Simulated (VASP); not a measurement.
# SiC (P1) in VASP: single point with PBE

Aim: the single point of SiC with PBE.

All numbers are computed with VASP 6.6.1; they aren't measurements. Logs are shortened: lines on timing, memory, paths and dates and some standing lists are left out, and cuts for length are marked.

### Step 1. The cell of the first run

The typed cell holds 54 atoms: a = 9.236 Å, b = 9.236 Å, c = 9.236 Å, α = 60.00°, β = 60.00°, γ = 60.00°.

### Step 2. Single point, PBE

INCAR reads:

```
PREC = Accurate
ENCUT = 600
EDIFF = 1E-6
ISMEAR = 0
SIGMA = 0.01
LREAL = Auto
LASPH = T
NELM = 120
ALGO = Normal
ISIF = 2
LWAVE = F
LCHARG = T
GGA = PE
LVHAR = T
NBANDS = 141
GGA_COMPAT = F
KPAR = 4
```

KPOINTS reads:

```
Automatic mesh
0
Gamma
  3 3 3
```

POSCAR reads:

```
SiC
1.0
    0.0000000000      6.5309910000      6.5309910000
    6.5309910000      0.0000000000      6.5309910000
    6.5309910000      6.5309910000      0.0000000000
Si C
27 27
Direct
    0.0837430000      0.0887470000      0.0793000000
    0.0915610000      0.0840160000      0.4164810000
    0.0858800000      0.0791160000      0.7484120000
    0.0762880000      0.4156330000      0.0825870000
    0.0829890000      0.4176980000      0.4199190000
    0.0811520000      0.4071530000      0.7438530000
    0.0847530000      0.7486470000      0.0853230000
    0.0807690000      0.7473820000      0.4123950000
    0.0752370000      0.7452630000      0.7458720000
    0.4154400000      0.0810590000      0.0905050000
    0.4159940000      0.0804280000      0.4194400000
    0.4246360000      0.0729170000      0.7566050000
    0.4146490000      0.4237980000      0.0842410000
    0.4159020000      0.4128600000      0.4255810000
    0.4160320000      0.4182800000      0.7491140000
    0.4147270000      0.7483850000      0.0917370000
    0.4200270000      0.7474490000      0.4115810000
    0.4110540000      0.7478080000      0.7547970000
    0.7502840000      0.0869880000      0.0885380000
    0.7450860000      0.0862310000      0.4226090000
    0.7466190000      0.0798520000      0.7482640000
    0.7515160000      0.4168790000      0.0783420000
    0.7468230000      0.4145750000      0.4142050000
    0.7486880000      0.4206710000      0.7501410000
    0.7488690000      0.7528570000      0.0843940000
    0.7493570000      0.7480990000      0.4149610000
    0.7516240000      0.7479210000      0.7467470000
    0.0042980000     -0.0011220000     -0.0011330000
    0.0031590000      0.0048800000      0.3332000000
   -0.0018970000     -0.0057700000      0.6601340000
   -0.0013870000      0.3336330000     -0.0057840000
   -0.0036650000      0.3316020000      0.3246060000
    0.0047700000      0.3237990000      0.6701250000
    0.0022840000      0.6711940000     -0.0009980000
   -0.0001950000      0.6632640000      0.3379610000
   -0.0090640000      0.6749050000      0.6562370000
    0.3247350000      0.0046420000     -0.0031680000
    0.3284060000     -0.0003420000      0.3348640000
    0.3374390000     -0.0020940000      0.6679870000
    0.3324000000      0.3323460000     -0.0008660000
    0.3250570000      0.3177180000      0.3328010000
    0.3326920000      0.3347730000      0.6708610000
    0.3356290000      0.6623990000      0.0100640000
    0.3346250000      0.6630630000      0.3287530000
    0.3314560000      0.6603900000      0.6695630000
    0.6659360000     -0.0006270000     -0.0001970000
    0.6674190000     -0.0010280000      0.3322080000
    0.6630200000     -0.0018940000      0.6598360000
    0.6567130000      0.3333000000      0.0047810000
    0.6694960000      0.3293670000      0.3376030000
    0.6656650000      0.3269320000      0.6636910000
    0.6636490000      0.6684410000      0.0042760000
    0.6701770000      0.6689980000      0.3293070000
    0.6720350000      0.6702230000      0.6635270000
```

Potentials or basis: VASP PAW PBE potentials, release 64 (Si, C).

Started as:

```console
$ cat potpaw_PBE.64/Si/POTCAR potpaw_PBE.64/C/POTCAR > POTCAR
$ mpirun -np 4 vasp_std > vasp.out
```

OUTCAR:

```text
PREC = Accurate
   ENCUT = 600
   EDIFF = 1E-6
   ISMEAR = 0
   LREAL = Auto
   LASPH = T
   NELM = 120
   ISIF = 2
   GGA = PE

 ion  position               nearest neighbor table
   1  0.084  0.089  0.079-  37 1.82  31 1.85  28 1.88  29 1.92   4 3.00   6 3.02  19 3.05  22 3.05
                            12 3.07  10 3.08   3 3.09  16 3.10   7 3.11   8 3.12   2 3.13
   2  0.092  0.084  0.416-  38 1.79  30 1.85  32 1.88  29 1.89  11 2.99  10 3.00   3 3.02   5 3.06
                            17 3.07   4 3.08   9 3.09  23 3.12  21 3.13   1 3.13
   3  0.086  0.079  0.748-  33 1.85  28 1.89  39 1.90  30 1.97   6 2.99   2 3.02  18 3.03  11 3.04
                             5 3.08   7 3.08   1 3.09  19 3.12  21 3.13  24 3.13  12 3.14   9 3.15
   4  0.076  0.416  0.083-  32 1.83  31 1.87  34 1.93  40 1.93   1 3.00  22 3.01  23 3.05  25 3.07
                             2 3.08   9 3.08  15 3.11  10 3.11   7 3.13   6 3.15
   5  0.083  0.418  0.420-  41 1.84  35 1.85  33 1.89  32 2.02   6 2.94   8 3.00   2 3.06  26 3.07
                            24 3.07   7 3.07  14 3.08   3 3.08  13 3.08  11 3.10  23 3.15
   6  0.081  0.407  0.744-  33 1.76  31 1.89  42 1.91  36 2.02   5 2.94  24 2.98   3 2.99  14 3.02
                             1 3.02  22 3.07  27 3.10   8 3.10   9 3.11  12 3.13   4 3.15
   7  0.085  0.749  0.085-  34 1.86  28 1.89  43 1.89  35 1.91   8 3.00  13 3.02  18 3.03  26 3.07
                             5 3.07  16 3.08   3 3.08  25 3.09  19 3.11   1 3.11   4 3.13
   8  0.081  0.747  0.412-  35 1.81  36 1.84  44 1.91  29 1.95   7 3.00   5 3.00  16 3.03   9 3.05
                            26 3.05  27 3.06  14 3.10   6 3.10   1 3.12  20 3.12  17 3.13
   9  0.075  0.745  0.746-  36 1.84  30 1.88  34 1.92  45 1.93  27 2.97   8 3.05  21 3.06  25 3.07
[... 62 lines left out ...]
  53  0.670  0.669  0.329-  26 1.84  25 1.85  17 1.89  23 1.92
  54  0.672  0.670  0.664-  27 1.81  26 1.88  24 1.88  18 1.97

  LATTYP: Found a face centered cubic cell.
 ALAT       =    13.0619820000

  Lattice vectors:

 A1 = (   0.0000000000,   6.5309910000,   6.5309910000)
 A2 = (   6.5309910000,   0.0000000000,   6.5309910000)
 A3 = (   6.5309910000,   6.5309910000,   0.0000000000)

Analysis of symmetry for initial positions (statically):
=====================================================================
 Subroutine PRICEL returns:
 Original cell was already a primitive cell.

 Routine SETGRP: Setting up the symmetry group for a
 face centered cubic supercell.

 Subroutine GETGRP returns: Found  1 space group operations
 (whereof  1 operations were pure point group operations)
 out of a pool of 48 trial point group operations.

The static configuration has the point symmetry C_1 .

Analysis of symmetry for dynamics (positions and initial velocities):
=====================================================================
 Subroutine PRICEL returns:
 Original cell was already a primitive cell.

 Routine SETGRP: Setting up the symmetry group for a
 face centered cubic supercell.

 Subroutine GETGRP returns: Found  1 space group operations
 (whereof  1 operations were pure point group operations)
 out of a pool of 48 trial point group operations.

The dynamic configuration has the point symmetry C_1 .

 Subroutine INISYM returns: Found  1 space group operations
 (whereof  1 operations are pure point group operations),
 and found     1 'primitive' translations

----------------------------------------------------------------------------------------

                                     Primitive cell

  volume of cell :     557.1437

  direct lattice vectors                    reciprocal lattice vectors
     0.000000000  6.530991000  6.530991000    -0.076558060  0.076558060  0.076558060
     6.530991000  0.000000000  6.530991000     0.076558060 -0.076558060  0.076558060
     6.530991000  6.530991000  0.000000000     0.076558060  0.076558060 -0.076558060

  length of vectors
     9.236216048  9.236216048  9.236216048     0.132602449  0.132602449  0.132602449

  position of ions in fractional coordinates (direct lattice)
     0.083743000  0.088747000  0.079300000
     0.091561000  0.084016000  0.416481000
     0.085880000  0.079116000  0.748412000
[... 120 lines left out ...]
    -0.025519353  0.025519353  0.025519353     0.333333333  0.000000000  0.000000000
     0.025519353 -0.025519353  0.025519353     0.000000000  0.333333333  0.000000000
     0.025519353  0.025519353 -0.025519353     0.000000000  0.000000000  0.333333333

  Length of vectors
     0.044200816  0.044200816  0.044200816

  Shift w.r.t. Gamma in fractional coordinates (k-lattice)
     0.000000000  0.000000000  0.000000000

 Subroutine IBZKPT returns following result:
 ===========================================

 Found     14 irreducible k-points:

 Following reciprocal coordinates:
            Coordinates               Weight
  0.000000  0.000000  0.000000      1.000000
  0.333333  0.000000  0.000000      2.000000
  0.000000  0.333333  0.000000      2.000000
  0.000000  0.000000  0.333333      2.000000
  0.333333  0.333333  0.333333      2.000000
  0.333333  0.333333  0.000000      2.000000
  0.000000  0.333333  0.333333      2.000000
  0.333333  0.000000  0.333333      2.000000
 -0.333333  0.333333  0.000000      2.000000
  0.000000 -0.333333  0.333333      2.000000
  0.333333  0.000000 -0.333333      2.000000
  0.333333  0.333333 -0.333333      2.000000
 -0.333333  0.333333 -0.333333      2.000000
  0.333333 -0.333333 -0.333333      2.000000
   k-points           NKPTS =     14   k-points in BZ     NKDIM =     14   number of bands    NBANDS=    141
   number of dos      NEDOS =    301   number of ions     NIONS =     54
   total plane-waves  NPLWV = 512000
   dimension x,y,z NGX =    80 NGY =   80 NGZ =   80
   dimension x,y,z NGXF=   160 NGYF=  160 NGZF=  160
   ions per type =              27  27
   NGX,Y,Z   is equivalent  to a cutoff of  14.40, 14.40, 14.40 a.u.
   NGXF,Y,Z  is equivalent  to a cutoff of  28.80, 28.80, 28.80 a.u.
 SYSTEM =  unknown system
   PREC   = accura    normal or accurate (medium, high low for compatibility)
   ISTART =      0    job   : 0-new  1-cont  2-samecut
   ICHARG =      2    charge: 1-file 2-atom 10-const
   ISPIN  =      1    spin polarized calculation?
   LNONCOLLINEAR =      F non collinear calculations
   LSORBIT =      F    spin-orbit coupling
   LASPH  =      T    aspherical Exc in radial PAW
   ENCUT  =  600.0 eV  44.10 Ry    6.64 a.u.  18.45 18.45 18.45*2*pi/ulx,y,z
   NELM   =    120;   NELMIN=  2; NELMDL= -5     # of ELM steps
   EDIFF  = 0.1E-05   stopping-criterion for ELM
   LREAL  =      T    real-space projection
   EDIFFG = 0.1E-04   stopping-criterion for IOM
   NSW    =      0    number of steps for IOM
   IBRION =     -1    ionic relax: 0-MD 1-quasi-New 2-CG
   NFREE  =      0    steps in history (QN), initial steepest desc. (CG)
   ISIF   =      2    stress and relaxation
   ISYM   =      2    0-nonsym 1-usesym 2-fastsym
   POTIM  = 0.5000    time-step for ionic-motion
   TEBEG  =    0.0;   TEEND  =   0.0 temperature during run
   PSTRESS=    0.0 pullay stress
   NELECT =     216.0000    total number of electrons
   NUPDOWN=      -1.0000    fix difference up-down
   EMIN   =  10.00;   EMAX   =-10.00  energy-range for DOS
   EFERMI =   0.00;   METHOD = LEGACY
   ISMEAR =     0;   SIGMA  =   0.01  broadening in eV -4-tet -1-fermi 0-gaus
   EFERMI_NEDOS =   21; number of points for ismear=-14 and -15
   IALGO  =     38    algorithm
   IMIX   =      4    mixing-type and parameters
     AMIX     =   0.40;   BMIX     =  1.00
     AMIX_MAG =   1.60;   BMIX_MAG =  1.00
  volume/ion in A,a.u.               =      10.32        69.63
  Fermi-wavevector in a.u.,A,eV,Ry     =   1.193723  2.255810 19.387966  1.424975
  Thomas-Fermi vector in A             =   2.329731
   LORBIT       =      0    0 simple, 1 ext, 2 COOP (PROOUT), +10 PAW based schemes
   GGA     = PE    functional components
   LHFCALC =     F    Hartree Fock is set to
   AEXX    =    0.0000 exact exchange contribution
   IVDW    =     0    specifies the selected vdW correction
   LEPSILON=     F    determine dielectric tensor
   LRPA    =     F    only Hartree local field effects (RPA)
 non-spin polarized calculation
 Gauss-broadening in eV      SIGMA  =   0.01
  energy-cutoff  :      600.00
  volume of cell :      557.14
 maximum number of plane-waves:     18643
 NGX is ok and might be reduce to    80
   NGX = 37   NGY = 37   NGZ = 37

 number of electron     215.9999999 magnetization

 Free energy of the ion-electron system (eV)
  ---------------------------------------------------
  ext. energy  EPLUGINS =         0.00000000
  ---------------------------------------------------
  free energy    TOTEN  =      -403.68684839 eV

  energy without entropy =     -403.68684839  energy(sigma->0) =     -403.68684839

 E-fermi :   8.4133     XC(G=0): -11.3686

 val. band max:        8.3286097465   @ k =   0.0000   0.0000   0.0000
 cond. band min:       9.6061152074   @ k =   0.0000   0.3333   0.3333
 fundamental gap:      1.2775054609
 Fermi energy:         8.4132949985

 k-point     1 :       0.0000    0.0000    0.0000
  band No.  band energies     occupation
      1      -7.3244      2.00000
      2      -5.4743      2.00000
      3      -5.4083      2.00000
      4      -5.3473      2.00000
      5      -5.2791      2.00000
      6      -5.2398      2.00000
[... 1711 lines left out ...]
    119      13.1404      0.00000
    120      13.2383      0.00000
 [bands above 120 left out]

------------------------ aborting loop because EDIFF is reached ----------------------------------------

  FORCE on cell =-STRESS in cart. coord.  units (eV):
  Direction    XX          YY          ZZ          XY          YZ          ZX
  --------------------------------------------------------------------------------------
  -------------------------------------------------------------------------------------
  Total       17.7832435     16.8314368     17.3921905      0.4071315     -1.2192181     -1.0319433
  in kB       51.1392444     48.4021353     50.0146937      1.1707875     -3.5061034     -2.9675575
  external PRESSURE =      49.8520245 kB  Pullay stress =       0.0000000 kB

 VOLUME and BASIS-vectors are now :
 -----------------------------------------------------------------------------
  energy-cutoff  :      600.00
  volume of cell :      557.14
      direct lattice vectors                 reciprocal lattice vectors
     0.000000000  6.530991000  6.530991000    -0.076558060  0.076558060  0.076558060
     6.530991000  0.000000000  6.530991000     0.076558060 -0.076558060  0.076558060
     6.530991000  6.530991000  0.000000000     0.076558060  0.076558060 -0.076558060

 POSITION                                       TOTAL-FORCE (eV/Angst)
 -----------------------------------------------------------------------------------
      1.09751      1.06483      1.12653         0.343718      0.313456     -1.301002
      3.26874      3.31802      1.14669         0.069835     -2.061909     -1.605409
      5.40458      5.44875      1.07759        -0.576970      0.222790     -1.002460
      3.25387      1.03761      3.21273        -0.306804      0.358398      1.696205
      5.47047      3.28449      3.26998        -1.497706     -1.073525     -1.271351
      7.51721      5.38810      3.18912         2.223865      1.459000      2.236909
[... 46 lines left out ...]
      6.51992      6.52762      8.74614        -0.035464      0.048190     -1.249673
      8.71071      8.72254      8.76627        -0.433971     -0.881786     -2.010417
 -----------------------------------------------------------------------------------
    total drift:                               -0.008099      0.005758      0.007553

  FREE ENERGIE OF THE ION-ELECTRON SYSTEM (eV)
  ---------------------------------------------------
  free  energy   TOTEN  =      -403.6868483944 eV

  energy  without entropy=     -403.6868483944  energy(sigma->0) =     -403.68684839
```

It took 15 min on 4 MPI ranks of Intel Xeon Platinum 8375C at 2.90GHz (Ice Lake), shared host; peak memory 1.5 GiB.

Results:

| Item | Value |
| --- | --- |
| Free energy | -403.6868 eV |
| Pressure | 5.0 GPa |
| Largest force | 3.655 eV/Å |
| Band gap on the k mesh | 1.28 eV |

Forces on the atoms (eV/Å):
```
Si   0.344  0.313 -1.301
Si   0.070 -2.062 -1.605
Si  -0.577  0.223 -1.002
Si  -0.307  0.358  1.696
Si  -1.498 -1.074 -1.271
Si   2.224  1.459  2.237
Si   0.035 -0.049  0.108
Si   1.292  0.104  1.861
Si   0.575  1.258  1.143
Si  -0.591 -1.423  0.657
Si  -0.975  0.441 -0.459
Si   0.763 -2.332  0.047
Si  -1.200 -0.157 -2.515
Si  -1.382 -0.873 -0.267
Si  -0.070  0.872 -0.829
Si  -0.748 -1.372  1.150
Si   0.936  0.199 -0.573
Si  -0.333  0.433  0.490
Si  -1.627 -0.763 -0.489
Si  -2.278 -0.132  0.893
Si   0.040  0.376  0.263
Si   0.880  0.205 -0.694
Si   0.460  1.032  0.917
Si  -0.953 -0.157 -1.080
Si  -0.693  0.054  0.590
Si   0.596  0.340  0.627
Si   1.416 -0.123 -0.290
C    0.430 -0.395 -0.396
C   -0.858 -0.579 -0.906
C    1.366  1.037  0.563
C    0.222 -0.593  0.261
C    1.838  1.423  0.330
C   -0.384 -2.137 -0.848
C   -0.829 -0.705 -1.148
C   -0.684 -1.082 -0.148
C   -1.181  2.136 -0.837
C   -0.050  2.678  0.387
C   -0.888  1.837  0.604
C   -0.061 -0.301 -0.670
C    0.590  0.019  0.173
C    2.193  0.809  2.810
C   -0.909 -0.369 -1.049
C    0.036 -1.583  0.595
C    1.298  1.111 -0.888
C    0.379 -0.925  0.993
C    0.436  0.113  0.297
C    0.595  0.417 -0.093
C    0.972  2.146 -0.061
C   -0.405  0.576  1.759
C   -0.325 -2.133 -0.364
C    1.122  0.350  1.156
C   -0.836 -0.166  0.439
C   -0.035  0.048 -1.250
C   -0.434 -0.882 -2.010
```

Stress tensor (GPa, compression positive):
```
 5.11  0.12 -0.30
 0.12  4.84 -0.35
-0.30 -0.35  5.00
```

Caveat: the cell stands under pressure; an odd mesh through Γ misses points on the zone boundary, where band edges can lie; forces of over 1 eV/Å act on the atoms, so gaps and moduli don't describe the material at rest.
